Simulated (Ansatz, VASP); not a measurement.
**Two plane-wave programs on TaN**

Contents of INCAR:

```
ALGO = Normal
EDIFF = 1E-6
ENCUT = 520
GGA = PE
ISIF = 2
ISMEAR = 0
LASPH = True
LCHARG = False
LREAL = False
LWAVE = False
NBANDS = 15
NELM = 100
PREC = Accurate
SIGMA = 0.15
```

File KPOINTS:

```
k-points
0
Gamma
  18 18 18
```

File POSCAR:

```
TaN
1.0
    0.0000000000      2.1245250000      2.2879500000
    2.1245250000      0.0000000000      2.2879500000
    2.1245250000      2.1245250000      0.0000000000
Ta N
1 1
Direct
    0.5000000000      0.5000000000      0.5000000000
    0.0000000000      0.0000000000      0.0000000000
```

Input for Ansatz:

```yaml
crystal:
  lattice:
    - [0.0, 2.124525, 2.28795]
    - [2.124525, 0.0, 2.28795]
    - [2.124525, 2.124525, 0.0]
  atoms:
    - { symbol: Ta, position: [0.5, 0.5, 0.5] }
    - { symbol: "N", position: [0.0, 0.0, 0.0] }
basis:
  ecutwfc: 420
kpoints:
  mp_grid: { grid: [18, 18, 18] }
hamiltonian:
  xc: pbe
scf:
  occupations: { method: gaussian, width: 0.15 }
output:
  forces: true
  stress: true
  eigenvalues: true
```

Change from the starting cell: strain -0.025 along x and y, +0.050 along z, atoms carried along.

Alike in both runs: task single point; functional PBE; k mesh 18 × 18 × 18; occupations gaussian, width 0.15 eV; no spin polarisation.

|  | VASP | Ansatz |
| --- | --- | --- |
| version | VASP 6.6.1 | Ansatz 0.2.0 |
| potentials or method | VASP PAW PBE potentials, release 64 (Ta_pv, N), cutoff 520 eV | scalar-relativistic, plane waves, PAW |
| valence electrons in the cell | 16 | 18 |

Ansatz gave:

```
gap on the k mesh at the Fermi level (eV)                     : none
pressure (GPa)                                                : 20.3
traceless stress, the component that is largest in VASP (GPa) : -26.07
```

Estimate VASP's values.

gap on the k mesh at the Fermi level (eV): none; pressure (GPa): 21.3; traceless stress, the component that is largest in VASP (GPa): -26.28.

A gap of «none» marks a metal or a gap that the smearing closes. With one functional, cell and mesh, what is left measures potentials, basis and numerics. VASP's potentials hold 16 valence electrons a cell and Ansatz's 18, so a difference there can come from the potentials and not from the codes.

Spin-orbit coupling is off throughout.
